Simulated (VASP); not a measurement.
# AlGa2As3 (P4/mmm) in VASP: notebook, part 2 of 2

VASP 6.6.1.

**4. Relaxation of cell and atoms, PBE**

Contents of INCAR:

```
SYSTEM = AlGa2As3
  PREC = Accurate
  ENCUT = 600
  EDIFF = 1E-6
  ISMEAR = 0
  SIGMA = 0.1
  LREAL = .FALSE.
  LASPH = .TRUE.
  NELM = 60
  ALGO = Normal
  ISIF = 3
  LWAVE = .FALSE.
  LCHARG = .FALSE.
  GGA = PE
  IBRION = 2
  NSW = 90
  EDIFFG = -0.04
```

Contents of KPOINTS:

```
Automatic mesh
0
G
  4 4 2
  0 0 0
```

Contents of POSCAR:

```
AlGa2As3
1.0
    4.0125340500      0.0000000000      0.0000000000
    0.0000000000      4.0125340500      0.0000000000
    0.0000000000      0.0000000000      7.5088046500
Al Ga As
1 2 3
Direct
    0.0000000000      0.0000000000      0.5000000000
    0.5000000000      0.0000000000      0.0000000000
    0.0000000000      0.5000000000      0.0000000000
    0.0000000000      0.0000000000      0.2290962500
    0.0000000000      0.0000000000      0.7709037500
    0.5000000000      0.5000000000      0.0000000000
```

The run is started by

```
$ cat potpaw_PBE.64/Al/POTCAR potpaw_PBE.64/Ga_d/POTCAR potpaw_PBE.64/As/POTCAR > POTCAR
$ mpirun -np 1 vasp_std > vasp.out
```

Run time: 3.2 min. Hardware: 1 thread of Intel Xeon 6975P-C (Granite Rapids), shared host; peak memory 0.26 GiB.

The run converged. Its results:

```yaml
Free_energy: -20.9648 eV
Relaxed_volume: 32.44 Å³/atom
Relaxed_cell: a = 5.032 Å, b = 5.032 Å, c = 7.685 Å, α = 90.00°, β = 90.00°, γ = 90.00°
Space_group_after_relaxing_to_0.1_Å: P4/mmm (No. 123)
Energy_gained_by_relaxing: 1500.5 meV/atom
Ionic_steps: 11
Pressure_after_relaxing: -0.1 GPa
Largest_force_after_relaxing: 0.004 eV/Å
Band_gap_on_the_k_mesh: zero (bands 22 and 23 overlap by 1.01 eV)
```

Forces on the atoms (eV/Å):
```
Al   0.000  0.000  0.000
Ga   0.000  0.000  0.000
Ga   0.000  0.000  0.000
As   0.000  0.000  0.004
As   0.000  0.000 -0.004
As   0.000  0.000  0.000
```

Step by step:
```
step  energy change (eV)  largest force (eV/Å)  pressure (GPa)  volume (Å³)
   1              0.0000                3.3121           50.42       120.89
   2             -7.1514                0.2733           -5.07       267.91
   3             -8.4606                0.5043           -0.24       195.81
   4             -8.4646                0.3624           -1.46       203.68
   5             -8.4706                0.4112           -1.06       200.83
   6             -8.8251                1.1777           -0.24       197.38
   7             -8.8369                1.3879            0.04       196.61
   8             -8.9695                0.6253           -0.19       195.83
   9             -9.0023                0.0012           -0.09       195.14
  10             -9.0024                0.0367           -0.09       195.18
  11             -9.0032                0.0041           -0.06       194.61
```

Final structure:
```
Al Ga As
1.0
     5.03237    0.00000    0.00000
     0.00000    5.03237    0.00000
     0.00000    0.00000    7.68478
Al Ga As
1 2 3
Direct
  0.00000 0.00000 0.50000
  0.50000 0.00000 0.00000
  0.00000 0.50000 0.00000
  0.00000 0.00000 0.19549
  0.00000 0.00000 0.80451
  0.50000 0.50000 0.00000
```

Levels at points of the mesh, in eV from the Fermi level:
```csv
k point,band 20,band 21,band 22,band 23,band 24,band 25
"(0.00, 0.00, 0.00)",-0.87,-0.87,-0.18,-0.16,-0.16,1.92
"(0.50, 0.00, 0.00)",-0.58,-0.18,-0.04,0.68,1.44,2.14
"(0.50, 0.50, 0.00)",-0.50,-0.50,-0.34,1.20,2.35,2.35
"(0.00, 0.00, 0.50)",-0.67,-0.67,-0.67,-0.67,-0.03,2.55
"(0.50, 0.00, 0.50)",-2.19,-0.54,0.19,1.18,1.88,2.21
"(0.50, 0.50, 0.50)",-0.81,0.35,0.35,2.07,2.07,4.27
```

Caveat: the k points lie up to 0.41 Å⁻¹ apart in the final cell, too coarse for converged energies and pressures of a metal; the volume moved by over 15 % at a fixed basis, so the end points are rough.

**5. Single point, PBE**

This run uses another cell than the first one, of 31.86 Å³/atom.

Contents of INCAR:

```
ALGO = Normal ; EDIFF = 1E-6
ENCUT = 520 ; GGA = PE
ISIF = 2 ; ISMEAR = 0
LASPH = T ; LCHARG = F
LREAL = F ; LWAVE = F
NBANDS = 31 ; NELM = 100
PREC = Accurate ; SIGMA = 0.1
```

Contents of KPOINTS:

```
k-points
0
Gamma
  8 8 6
```

Contents of POSCAR:

```
AlGa2As3
1.0
    4.9911532416      0.0000000000      0.0000000000
    0.0000000000      4.9911532416      0.0000000000
    0.0000000000      0.0000000000      7.6741640059
Al Ga As
1 2 3
Direct
    0.0000000000      0.0000000000      0.5000000000
    0.5000000000      0.0000000000      0.0000000000
    0.0000000000      0.5000000000      0.0000000000
    0.0000000000      0.0000000000      0.1929503038
    0.0000000000      0.0000000000      0.8070496962
    0.5000000000      0.5000000000      0.0000000000
```

The run is started by

```
$ cat potpaw_PBE.64/Al/POTCAR potpaw_PBE.64/Ga_d/POTCAR potpaw_PBE.64/As/POTCAR > POTCAR
$ mpirun -np 1 vasp_std > vasp.out
```

Wall time 3.4 min (1 thread of Intel Xeon 6975P-C (Granite Rapids), shared host); peak memory 0.51 GiB.

Results (log left out):

- Free energy: -21.2134 eV
- Pressure: 0.1 GPa
- Largest force: 0.015 eV/Å
- Band gap on the k mesh: zero (bands 22 and 23 overlap by 0.99 eV)

Forces in eV/Å, atoms in the order of the input:
```
Al   0.000  0.000  0.000
Ga   0.000  0.000  0.000
Ga   0.000  0.000  0.000
As   0.000  0.000 -0.015
As   0.000  0.000  0.015
As   0.000  0.000  0.000
```

Levels at points of the mesh, in eV from the Fermi level:
| k point | band 20 | band 21 | band 22 | band 23 | band 24 | band 25 |
| --- | --- | --- | --- | --- | --- | --- |
| (0.00, 0.00, 0.00) | -1.02 | -0.96 | -0.28 | -0.28 | -0.25 | 1.72 |
| (0.50, 0.00, 0.00) | -0.67 | -0.24 | -0.15 | 0.62 | 1.26 | 2.10 |
| (0.50, 0.50, 0.00) | -0.56 | -0.56 | -0.40 | 1.06 | 2.24 | 2.24 |
| (0.00, 0.00, 0.50) | -0.85 | -0.85 | -0.74 | -0.74 | -0.11 | 2.39 |
| (0.50, 0.00, 0.50) | -2.46 | -0.61 | 0.15 | 1.11 | 1.75 | 2.08 |
| (0.50, 0.50, 0.50) | -0.91 | 0.25 | 0.25 | 1.95 | 1.95 | 4.08 |

**6. Overview**

```csv
task,cell,k mesh,cutoff (eV),gap on the mesh (eV),pressure (GPa),largest force (eV/Å)
single point,"a = 4.013, b = 4.013, c = 7.509 Å, 6 atoms, atomic positions A",4 × 4 × 2,520,none,50.4,3.31
single point,"a = 5.018, b = 5.018, c = 7.692 Å, 6 atoms, atomic positions B",4 × 4 × 2,520,none,0.1,0.04
relaxation of cell and atoms,"relaxed from a = 4.013, b = 4.013, c = 7.509 Å, 6 atoms, atomic positions A",4 × 4 × 2,600,none,-0.1,-
single point,"a = 4.991, b = 4.991, c = 7.674 Å, 6 atoms, atomic positions C",8 × 8 × 6,520,none,0.1,0.01
```

Alike in all rows: level PBE; potentials or basis VASP PAW PBE potentials, release 64 (Al, Ga_d, As); no spin polarisation; smearing gaussian 0.1 eV.

Caveats: some runs use coarse meshes; semilocal functionals underestimate gaps, so a narrow gap can read as zero (at least some runs); forces of over 1 eV/Å act on the atoms, so gaps and moduli don't describe the material at rest (at least some runs); the volume moved by over 15 % at a fixed basis, so the end points are rough (at least some runs).

Absolute energies hang on the potentials; compare differences alone.
